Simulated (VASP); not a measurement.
Input of a VASP 6.6.1 run:

Contents of POSCAR:

```
Os
1.0
    0.0000000000      2.7592098175      2.7592098175
    2.7592098175      0.0000000000      2.7592098175
    2.7592098175      2.7592098175      0.0000000000
Os
2
Direct
    0.1250000000      0.1250000000      0.1250000000
    0.8750000000      0.8750000000      0.8750000000
```

INCAR.step1

```
PREC     = Accurate       # precision mode
ENCUT    = 520            # plane-wave cutoff, eV
ISMEAR   = -1             # smearing method
SIGMA    = 0.1            # smearing width, eV
LREAL    = False          # projectors in reciprocal space
LASPH    = True           # aspherical terms in the spheres
NELM     = 100            # most SCF steps
NBANDS   = 15             # bands
GGA      = PE             # functional
ALGO     = Normal         # electronic algorithm
EDIFF    = 1E-4           # SCF threshold, eV
LWAVE    = True           # write WAVECAR
LCHARG   = False          # write CHGCAR
```

The input INCAR.step2:

```
PREC     = Accurate       # precision mode
ENCUT    = 520            # plane-wave cutoff, eV
EDIFF    = 1E-6           # SCF threshold, eV
ISMEAR   = -1             # smearing method
SIGMA    = 0.1            # smearing width, eV
LREAL    = False          # projectors in reciprocal space
LASPH    = True           # aspherical terms in the spheres
NELM     = 100            # most SCF steps
ALGO     = Normal         # electronic algorithm
ISIF     = 2              # what is computed and relaxed
LWAVE    = False          # write WAVECAR
LCHARG   = False          # write CHGCAR
METAGGA  = R2SCAN         # meta-GGA
LMIXTAU  = True         
NBANDS   = 15             # bands
ISTART   = 1
```

The input KPOINTS:

```
regular mesh
0
Gamma
  5 5 5
```

Potentials or basis: VASP PAW PBE potentials, release 64 (Os).

Launch:

```sh
$ cat potpaw_PBE.64/Os/POTCAR > POTCAR
$ cp INCAR.step1 INCAR
$ mpirun -np 1 vasp_std > vasp.out
$ cp INCAR.step2 INCAR
$ mpirun -np 1 vasp_std > vasp.out
```

(1) Estimate the band gap on the k mesh.

(2) Predict the pressure.

Answers

(1) zero (band 8 reaches 4.55 eV, above the bottom of band 9 at 3.86 eV).

(2) -0.9 GPa.

Caveat: the k points lie up to 0.39 Å⁻¹ apart; the PAW data sets were made with another functional, which shifts forces and pressure a little; spin-orbit coupling is left out, which moves the levels of the heavy elements.
